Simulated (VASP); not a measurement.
Runs of VASP 6.6.1 on MoS2. The structure is trigonal, space group P-3m1 (No. 164). The conventional cell has a = 3.227 Å, b = 3.227 Å, c = 6.312 Å, α = 90.00°, β = 90.00°, γ = 120.00°. Within 3.3 Å of Mo (site symmetry -3m) lie 6 S at 2.42 Å and 6 Mo at 3.23 Å. Within 3.3 Å of S (site symmetry 3m) lie 3 Mo at 2.42 Å and 6 S at 3.23 Å. 

```tsv
level	spin	k mesh	grid for exact exchange (PRECFOCK)	share of exact exchange	screening parameter	gap on the mesh (eV)	pressure (GPa)	largest force (eV/Å)
r2SCAN	non-collinear, zero start, SOC	7 × 7 × 3	-	-	-	-	0.3	0.07
PBE-based screened hybrid with 15 % exact exchange	off	5 × 5 × 2	Normal	0.15	0.2 1/Å	none	-1.6	0.19
PBE-based screened hybrid with 10 % exact exchange	off	5 × 5 × 2	Normal	0.1	0.2 1/Å	none	-0.7	0.09
PBE-based screened hybrid with 5 % exact exchange	off	5 × 5 × 2	Normal	0.05	0.2 1/Å	none	(a)	0.02
```

Alike in all rows: task single point; potentials or basis VASP PAW PBE potentials, release 64 (Mo_sv, S); cell as given; cutoff (eV) 520; smearing fermi-dirac 0.05 eV.

Task: Estimate the missing entries.

Result: (a) 0.2.

Caveats: some runs use coarse meshes; the PAW data sets were made with another functional, which shifts forces and pressure a little.

A k mesh can miss the band edges, and rows without SOC leave out spin-orbit coupling on Mo.

A gap of «none» marks levels without a gap at the run's occupations.
